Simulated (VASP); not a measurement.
Set up this calculation in VASP 6.6.1, as the native input.

| Property | Result |
| --- | --- |
| Task | single point |
| Functional | PBE |
| Potentials or basis | VASP PAW PBE potentials, release 64 (Re) |
| Cutoff | 520 eV |
| k mesh | 10 × 10 × 10 |
| Occupations | gaussian, width 0.15 eV |
| Spin | no spin polarisation |
| Dipole correction | no |
| Further INCAR settings | ALGO = Normal; EDIFF = 1e-06; NBANDS = 10 |

The structure of Re lies in POSCAR:

```
Re
1.0
    0.0000000000      2.2220289853      1.3981006376
    2.2220289853      0.0000000000      1.3981006376
    2.2220289853      2.2220289853      0.0000000000
Re
1
Direct
    0.0000000000      0.0000000000      0.0000000000
```

One way to write it, as run:

INCAR

```
ALGO     = Normal         # electronic algorithm
EDIFF    = 1E-6           # SCF threshold, eV
ENCUT    = 520            # plane-wave cutoff, eV
GGA      = PE             # functional
ISIF     = 2              # what is computed and relaxed
ISMEAR   = 0              # smearing method
LASPH    = T              # aspherical terms in the spheres
LCHARG   = F              # write CHGCAR
LREAL    = F              # projectors in reciprocal space
LWAVE    = F              # write WAVECAR
NBANDS   = 10             # bands
NELM     = 100            # most SCF steps
PREC     = Accurate       # precision mode
SIGMA    = 0.15           # smearing width, eV
```

KPOINTS

```
k-points
0
Gamma
  10 10 10
```

Potentials or basis: VASP PAW PBE potentials, release 64 (Re).

Launch:

```bash
$ cat potpaw_PBE.64/Re/POTCAR > POTCAR
$ mpirun -np 1 vasp_std > vasp.out
```

It gave:

```yaml
Pressure: 40.1 GPa
Band_gap_on_the_k_mesh: zero (an odd number of electrons rules out a gap without spin polarisation)
```

Caveat: the cell stands under pressure; spin-orbit coupling is left out, which moves the levels of the heavy elements.

It took 22 s on 1 thread of Intel Xeon 8259CL (shared host), peak memory 0.14 GiB.
